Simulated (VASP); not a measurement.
Wanted: the native input for a VASP 6.6.1 run.

| Quantity | Value |
| --- | --- |
| Task | relaxation of cell and atoms |
| Functional | PBE |
| Potentials or basis | VASP PAW PBE potentials, release 64 (In_d, Ru_pv) |
| Cutoff | 600 eV |
| k mesh | 3 × 3 × 3 |
| Occupations | gaussian, width 0.2 eV |
| Spin | no spin polarisation |
| Dipole correction | no |
| Further INCAR settings | ALGO = Fast; EDIFF = 1e-06; IBRION = 2; EDIFFG = -0.08; NSW = 36; ISIF = 3 |

The structure of In4Ru lies in POSCAR:

```
In4Ru
1.0
    4.8942720400      0.0000000000      0.0000000000
    0.0000000000      4.8942720400      0.0000000000
    0.0000000000      0.0000000000      4.8942720400
In Ru
4 1
Direct
    0.0000000000      0.0000000000      0.0000000000
    0.5000000000      0.5000000000      0.0000000000
    0.5000000000      0.0000000000      0.5000000000
    0.0000000000      0.5000000000      0.5000000000
    0.5000000000      0.5000000000      0.5000000000
```

The input as run:

INCAR

```
  PREC = Accurate
  ENCUT = 600
  EDIFF = 1E-6
  ISMEAR = 0
  SIGMA = 0.2
  LREAL = F
  LASPH = T
  NELM = 80
  ALGO = Fast
  ISIF = 3
  LWAVE = F
  LCHARG = F
  GGA = PE
  IBRION = 2
  NSW = 36
  EDIFFG = -0.08
```

KPOINTS

```
regular mesh
0
Gamma
  3 3 3
```

Potentials or basis: VASP PAW PBE potentials, release 64 (In_d, Ru_pv).

Run with:

```console
$ cat potpaw_PBE.64/In_d/POTCAR potpaw_PBE.64/Ru_pv/POTCAR > POTCAR
$ mpirun -np 1 vasp_std > vasp.out
```

It gave:

```json
{"Relaxed volume": "28.06 Å³/atom", "Relaxed cell": "a = 5.196 Å, b = 5.196 Å, c = 5.196 Å, α = 90.00°, β = 90.00°, γ = 90.00°", "Space group after relaxing (to 0.05 Å)": "Pm-3m (No. 221)", "Energy gained by relaxing": "187.1 meV/atom", "Ionic steps": "3", "Pressure after relaxing": "0.0 GPa", "Band gap on the k mesh": "zero (band 33 reaches 6.42 eV, above the bottom of band 34 at 6.31 eV)"}
```

Caveat: the k points lie up to 0.40 Å⁻¹ apart in the final cell; the volume moved by over 15 % at a fixed basis, so the end points are rough; spin-orbit coupling is left out, which moves the levels of the heavy elements.

It took 96 s on 1 thread of AMD EPYC 9R14 (Zen 4), on a shared host, peak memory 0.21 GiB.
